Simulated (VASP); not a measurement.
# CdS (P6_3mc) in VASP: further runs

The runs below take CdS through single point, with PBE.

All numbers are computed with VASP 6.6.1; they aren't measurements. Logs are shortened: lines on timing, memory, paths and dates and some standing lists are left out, and cuts for length are marked.

**1. The cell of the first run**

It takes space group P6_3mc (No. 186, hexagonal). Conventional cell: a = 4.135 Å, b = 4.135 Å, c = 6.547 Å, α = 90.00°, β = 90.00°, γ = 120.00°. Cd (site symmetry 3m) has 4 S at 2.50 to 2.52 Å within 3.3 Å. S (site symmetry 3m) has 4 Cd at 2.50 to 2.52 Å within 3.3 Å.

**2. Single point, PBE (zz strain of -3 %)**

Input file INCAR:

```
SYSTEM = CdS
PREC = Accurate ; ENCUT = 520
EDIFF = 1E-6 ; ISMEAR = -1
SIGMA = 0.01 ; LREAL = .False.
LASPH = .True. ; NELM = 80
ALGO = Normal ; ISIF = 2
LWAVE = .False. ; LCHARG = .False.
GGA = PE ; NBANDS = 26
```

Input file KPOINTS:

```
Automatic mesh
0
Gamma
  7 7 4
  0 0 0
```

Input file POSCAR:

```
CdS
1.0
    4.1347992034      0.0000000000      0.0000000000
   -2.0673996017      3.5808411497      0.0000000000
    0.0000000000      0.0000000000      6.5465300000
Cd S
2 2
Direct
    0.3333333333      0.6666666667      0.0000000000
    0.6666666667      0.3333333333      0.5000000000
    0.3333333333      0.6666666667      0.3850000000
    0.6666666667      0.3333333333      0.8850000000
```

Potentials or basis: VASP PAW PBE potentials, release 64 (Cd, S).

On the command line:

```
$ cat potpaw_PBE.64/Cd/POTCAR potpaw_PBE.64/S/POTCAR > POTCAR
$ mpirun -np 1 vasp_std > vasp.out
```

OUTCAR:

```text
SYSTEM = CdS
   PREC = Accurate
   ENCUT = 520
   EDIFF = 1E-6
   ISMEAR = -1
   LREAL = .False.
   LASPH = .True.
   NELM = 80
   ISIF = 2
   GGA = PE

 ion  position               nearest neighbor table
   1  0.333  0.667  0.000-   4 2.50   4 2.50   4 2.50   3 2.52
   2  0.667  0.333  0.500-   3 2.50   3 2.50   3 2.50   4 2.52
   3  0.333  0.667  0.385-   2 2.50   2 2.50   2 2.50   1 2.52
   4  0.667  0.333  0.885-   1 2.50   1 2.50   1 2.50   2 2.52

  LATTYP: Found a hexagonal cell.
 ALAT       =     4.1347992034
 C/A-ratio  =     1.5832764006

  Lattice vectors:

 A1 = (   4.1347992034,   0.0000000000,   0.0000000000)
 A2 = (  -2.0673996017,   3.5808411497,   0.0000000000)
 A3 = (   0.0000000000,   0.0000000000,   6.5465300000)

Analysis of symmetry for initial positions (statically):
=====================================================================
 Subroutine PRICEL returns:
 Original cell was already a primitive cell.

 Routine SETGRP: Setting up the symmetry group for a
 hexagonal supercell.

 Subroutine GETGRP returns: Found 12 space group operations
 (whereof  6 operations were pure point group operations)
 out of a pool of 24 trial point group operations.

The static configuration has the point symmetry C_3v.
 The point group associated with its full space group is C_6v.

Analysis of symmetry for dynamics (positions and initial velocities):
=====================================================================
 Subroutine PRICEL returns:
 Original cell was already a primitive cell.

 Routine SETGRP: Setting up the symmetry group for a
 hexagonal supercell.

 Subroutine GETGRP returns: Found 12 space group operations
 (whereof  6 operations were pure point group operations)
 out of a pool of 24 trial point group operations.

The dynamic configuration has the point symmetry C_3v.
 The point group associated with its full space group is C_6v.

 Subroutine INISYM returns: Found 12 space group operations
 (whereof  6 operations are pure point group operations),
 and found     1 'primitive' translations

----------------------------------------------------------------------------------------

                                     Primitive cell

  volume of cell :      96.9283

  direct lattice vectors                    reciprocal lattice vectors
     4.134799203  0.000000000  0.000000000     0.241849713  0.139631997  0.000000000
    -2.067399602  3.580841150  0.000000000     0.000000000  0.279263994  0.000000000
     0.000000000  0.000000000  6.546530000     0.000000000  0.000000000  0.152752680

  length of vectors
     4.134799203  4.134799203  6.546530000     0.279263994  0.279263994  0.152752680

  position of ions in fractional coordinates (direct lattice)
     0.333333333  0.666666667  0.000000000
     0.666666667  0.333333333  0.500000000
     0.333333333  0.666666667  0.385000000
     0.666666667  0.333333333  0.885000000

  ion indices of the primitive-cell ions
   primitive index   ion index
                 1           1
                 2           2
                 3           3
                 4           4

----------------------------------------------------------------------------------------

 KPOINTS: Automatic mesh

Automatic generation of k-mesh.
 Grid dimensions read from file:
 generate k-points for:    7    7    4

 Generating k-lattice:

  Cartesian coordinates                     Fractional coordinates (reciprocal lattice)
     0.034549959  0.019947428  0.000000000     0.142857143  0.000000000  0.000000000
     0.000000000  0.039894856  0.000000000     0.000000000  0.142857143  0.000000000
     0.000000000  0.000000000  0.038188170     0.000000000  0.000000000  0.250000000

  Length of vectors
     0.039894856  0.039894856  0.038188170

  Shift w.r.t. Gamma in fractional coordinates (k-lattice)
     0.000000000  0.000000000  0.000000000

 Subroutine IBZKPT returns following result:
 ===========================================

 Found     24 irreducible k-points:

 Following reciprocal coordinates:
            Coordinates               Weight
  0.000000  0.000000  0.000000      1.000000
  0.142857  0.000000  0.000000      6.000000
  0.285714  0.000000  0.000000      6.000000
  0.428571  0.000000  0.000000      6.000000
  0.142857  0.142857  0.000000      6.000000
  0.285714  0.142857  0.000000     12.000000
[... 16 lines left out ...]
  0.428571  0.142857  0.500000      6.000000
  0.285714  0.285714  0.500000      6.000000
   k-points           NKPTS =     24   k-points in BZ     NKDIM =     24   number of bands    NBANDS=     26
   number of dos      NEDOS =    301   number of ions     NIONS =      4
   total plane-waves  NPLWV =  51200
   dimension x,y,z NGX =    32 NGY =   32 NGZ =   50
   dimension x,y,z NGXF=    64 NGYF=   64 NGZF=  100
   ions per type =               2   2
   NGX,Y,Z   is equivalent  to a cutoff of  12.87, 12.87, 12.70 a.u.
   NGXF,Y,Z  is equivalent  to a cutoff of  25.73, 25.73, 25.39 a.u.
 SYSTEM =  CdS
   PREC   = accura    normal or accurate (medium, high low for compatibility)
   ISTART =      0    job   : 0-new  1-cont  2-samecut
   ICHARG =      2    charge: 1-file 2-atom 10-const
   ISPIN  =      1    spin polarized calculation?
   LNONCOLLINEAR =      F non collinear calculations
   LSORBIT =      F    spin-orbit coupling
   LASPH  =      T    aspherical Exc in radial PAW
   ENCUT  =  520.0 eV  38.22 Ry    6.18 a.u.   7.69  7.69 12.17*2*pi/ulx,y,z
   NELM   =     80;   NELMIN=  2; NELMDL= -5     # of ELM steps
   EDIFF  = 0.1E-05   stopping-criterion for ELM
   LREAL  =      F    real-space projection
   EDIFFG = 0.1E-04   stopping-criterion for IOM
   NSW    =      0    number of steps for IOM
   IBRION =     -1    ionic relax: 0-MD 1-quasi-New 2-CG
   NFREE  =      0    steps in history (QN), initial steepest desc. (CG)
   ISIF   =      2    stress and relaxation
   ISYM   =      2    0-nonsym 1-usesym 2-fastsym
   POTIM  = 0.5000    time-step for ionic-motion
   TEBEG  =    0.0;   TEEND  =   0.0 temperature during run
   PSTRESS=    0.0 pullay stress
   NELECT =      36.0000    total number of electrons
   NUPDOWN=      -1.0000    fix difference up-down
   EMIN   =  10.00;   EMAX   =-10.00  energy-range for DOS
   EFERMI =   0.00;   METHOD = LEGACY
   ISMEAR =    -1;   SIGMA  =   0.01  broadening in eV -4-tet -1-fermi 0-gaus
   EFERMI_NEDOS =   21; number of points for ismear=-14 and -15
   IALGO  =     38    algorithm
   IMIX   =      4    mixing-type and parameters
     AMIX     =   0.40;   BMIX     =  1.00
     AMIX_MAG =   1.60;   BMIX_MAG =  1.00
  volume/ion in A,a.u.               =      24.23       163.53
  Fermi-wavevector in a.u.,A,eV,Ry     =   1.176771  2.223776 18.841225  1.384791
  Thomas-Fermi vector in A             =   2.313130
   LORBIT       =      0    0 simple, 1 ext, 2 COOP (PROOUT), +10 PAW based schemes
   GGA     = PE    functional components
   LHFCALC =     F    Hartree Fock is set to
   AEXX    =    0.0000 exact exchange contribution
   IVDW    =     0    specifies the selected vdW correction
   LEPSILON=     F    determine dielectric tensor
   LRPA    =     F    only Hartree local field effects (RPA)
 non-spin polarized calculation
  energy-cutoff  :      520.00
  volume of cell :       96.93
 maximum number of plane-waves:      2647
 NGX is ok and might be reduce to    32
   NGX = 15   NGY = 15   NGZ = 25

 number of electron      36.0000001 magnetization

 Free energy of the ion-electron system (eV)
  ---------------------------------------------------
  ext. energy  EPLUGINS =         0.00000000
  ---------------------------------------------------
  free energy    TOTEN  =       -12.18041190 eV

  energy without entropy =      -12.18041190  energy(sigma->0) =      -12.18041190

 E-fermi :   1.7184     XC(G=0):  -9.2527

 val. band max:        1.5104785350   @ k =   0.0000   0.0000   0.0000
 cond. band min:       2.8118617851   @ k =   0.0000   0.0000   0.0000
 fundamental gap:      1.3013832501
 Fermi energy:         1.7183617167

 k-point     1 :       0.0000    0.0000    0.0000
  band No.  band energies     occupation
      1     -11.0020      2.00000
      2     -10.5319      2.00000
      3      -6.2783      2.00000
      4      -6.2783      2.00000
      5      -6.2444      2.00000
      6      -6.1945      2.00000
[... 18 lines left out ...]
     25       9.0323      0.00000
     26       9.4990      0.00000

 k-point     2 :       0.1429    0.0000    0.0000
  band No.  band energies     occupation
      1     -10.9280      2.00000
      2     -10.5010      2.00000
      3      -6.2495      2.00000
      4      -6.2454      2.00000
      5      -6.1965      2.00000
      6      -6.1565      2.00000
[... 18 lines left out ...]
     25       9.2090      0.00000
     26       9.4898      0.00000

 k-point     3 :       0.2857    0.0000    0.0000
  band No.  band energies     occupation
      1     -10.7514      2.00000
      2     -10.4405      2.00000
      3      -6.1933      2.00000
      4      -6.1822      2.00000
      5      -6.0623      2.00000
      6      -6.0480      2.00000
[... 18 lines left out ...]
     25       9.7052      0.00000
     26      10.3553      0.00000

 k-point     4 :       0.4286    0.0000    0.0000
  band No.  band energies     occupation
      1     -10.5888      2.00000
      2     -10.4124      2.00000
      3      -6.1693      2.00000
      4      -6.1471      2.00000
      5      -5.9671      2.00000
      6      -5.9611      2.00000
[... 18 lines left out ...]
     25      10.1488      0.00000
     26      11.3185      0.00000
[... 496 lines left out ...]
      1     -10.5081      2.00000
      2     -10.5081      2.00000
      3      -6.1187      2.00000
      4      -6.1187      2.00000
      5      -6.0693      2.00000
      6      -6.0693      2.00000
[... 18 lines left out ...]
     25       9.7799      0.00000
     26       9.7799      0.00000

 k-point    23 :       0.4286    0.1429    0.5000
  band No.  band energies     occupation
      1     -10.4599      2.00000
      2     -10.4599      2.00000
      3      -6.1130      2.00000
      4      -6.1130      2.00000
      5      -6.0450      2.00000
      6      -6.0450      2.00000
[... 18 lines left out ...]
     25      10.2868      0.00000
     26      10.2868      0.00000

 k-point    24 :       0.2857    0.2857    0.5000
  band No.  band energies     occupation
      1     -10.4489      2.00000
      2     -10.4489      2.00000
      3      -6.0865      2.00000
      4      -6.0865      2.00000
      5      -6.0447      2.00000
      6      -6.0447      2.00000
[... 18 lines left out ...]
     25      10.2066      0.00000
     26      10.2066      0.00000

------------------------ aborting loop because EDIFF is reached ----------------------------------------

  FORCE on cell =-STRESS in cart. coord.  units (eV):
  Direction    XX          YY          ZZ          XY          YZ          ZX
  --------------------------------------------------------------------------------------
  -------------------------------------------------------------------------------------
  Total        2.7997955      2.7997955      3.2345962      0.0000000     -0.0000000      0.0000000
  in kB       46.2792437     46.2792437     53.4662857      0.0000000     -0.0000000      0.0000000
  external PRESSURE =      48.6749243 kB  Pullay stress =       0.0000000 kB

 VOLUME and BASIS-vectors are now :
 -----------------------------------------------------------------------------
  energy-cutoff  :      520.00
  volume of cell :       96.93
      direct lattice vectors                 reciprocal lattice vectors
     4.134799203  0.000000000  0.000000000     0.241849713  0.139631997  0.000000000
    -2.067399602  3.580841150  0.000000000     0.000000000  0.279263994  0.000000000
     0.000000000  0.000000000  6.546530000     0.000000000  0.000000000  0.152752680

 POSITION                                       TOTAL-FORCE (eV/Angst)
 -----------------------------------------------------------------------------------
     -0.00000      2.38723      0.00000         0.000000     -0.000000      0.044847
      2.06740      1.19361      3.27326         0.000000     -0.000000      0.044847
     -0.00000      2.38723      2.52041         0.000000      0.000000     -0.044847
      2.06740      1.19361      5.79368        -0.000000     -0.000000     -0.044847
 -----------------------------------------------------------------------------------
    total drift:                               -0.000000     -0.000000      0.000141

  FREE ENERGIE OF THE ION-ELECTRON SYSTEM (eV)
  ---------------------------------------------------
  free  energy   TOTEN  =       -12.1804119043 eV

  energy  without entropy=      -12.1804119043  energy(sigma->0) =      -12.18041190
```

Wall time 76 s (1 thread of Intel Xeon 8259CL, shared host); peak memory 0.24 GiB.

Results:

| Item | Value |
| --- | --- |
| Free energy | -12.1804 eV |
| Pressure | 4.9 GPa |
| Largest force | 0.045 eV/Å |
| Band gap on the k mesh | 1.30 eV |

Forces in eV/Å, atoms in the order of the input:
```
Cd   0.000  0.000  0.045
Cd   0.000  0.000  0.045
S    0.000  0.000 -0.045
S    0.000  0.000 -0.045
```

Levels at points of the mesh, in eV from the valence-band top:
```csv
k point,band 14,band 15,band 16,band 17,band 18,band 19,band 20,band 21,band 22,band 23
"(0.00, 0.00, 0.00)",-0.84,-0.84,-0.03,-0.03,0.00,1.30,2.62,6.36,6.36,7.08
"(0.00, 0.00, 0.50)",-2.41,-0.45,-0.45,-0.45,-0.45,2.86,2.86,6.28,6.28,6.70
```

Caveat: the cell differs from its parent crystal (zz strain of -3 %); the cell stands under pressure.

(Continued in part 2 of 2.)
